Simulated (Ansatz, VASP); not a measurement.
# SbP in VASP and in Ansatz

```
Sb P
1.0
     0.00000    3.10198    3.10198
     3.10198    0.00000    3.10198
     3.10198    3.10198    0.00000
Sb P
1 1
Direct
  0.00000 0.00000 0.00000
  0.25000 0.25000 0.25000
```

Alike in both runs: functional PBEsol; k mesh 11 × 11 × 11; occupations fermi-dirac, width 0.08 eV; no spin polarisation.

Ansatz relaxed the structure, and its values are those at the end. VASP's run is a single point on that final structure, the one shown.

|  | VASP | Ansatz |
| --- | --- | --- |
| version | VASP 6.6.1 | Ansatz 0.2.0 |
| potentials or method | VASP PAW PBE potentials, release 64 (Sb, P) | PAW with Ansatz's default frozen-core files, scalar-relativistic |
| plane-wave cutoff (eV) | 520 | 420 |
| valence electrons in the cell | 10 | 20 |

Ansatz gave:

| Quantity | Value |
| --- | --- |
| pressure (GPa) | 0.0 |

What did VASP give for the same quantities?

Pressure (GPa): 0.1.

VASP's potentials were made for PBE, not for PBEsol. VASP's potentials hold 10 valence electrons a cell and Ansatz's 20, so a difference there can come from the potentials and not from the codes.

Neither program's run includes spin-orbit coupling.
